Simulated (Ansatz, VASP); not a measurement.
# WC in VASP and in Ansatz

```
CELL_PARAMETERS angstrom
0.00000 2.19268 2.19268
2.19268 0.00000 2.19268
2.19268 2.19268 0.00000
ATOMIC_POSITIONS crystal
W 0.03225 0.00000 0.00000
C 0.50000 0.50000 0.50000
```

Change from the starting cell: all W atoms moved -0.100 Å, as atom 1 towards its neighbour atom 1 (W) at 3.101 Å.

Alike in both runs: task single point; functional PBEsol; k mesh 18 × 18 × 18; occupations gaussian, width 0.15 eV; no spin polarisation.

```csv
,VASP,Ansatz
version,VASP 6.6.1,Ansatz 0.2.0
potentials or method,"VASP PAW PBE potentials, release 64 (W_sv, C_h), cutoff 910 eV","scalar-relativistic, plane waves, PAW"
valence electrons in the cell,18,18
```

|  | VASP | Ansatz | Ansatz less VASP |
| --- | --- | --- | --- |
| gap on the k mesh at the Fermi level (eV) | none | none | - |
| rms of the force components (eV/Å) | 0.392 | 0.388 | -0.0048 |

VASP's potentials were made for PBE, not for PBEsol. Atom by atom the forces differ by 0.005 eV/Å (rms over components). A gap of «none» marks a metal or a gap that the smearing closes. The functional is the same, so the differences come from potentials, cutoffs and numerics.

Neither program's run includes spin-orbit coupling. Noted on VASP's run: the cutoff is short for stress, so the pressure is rough.
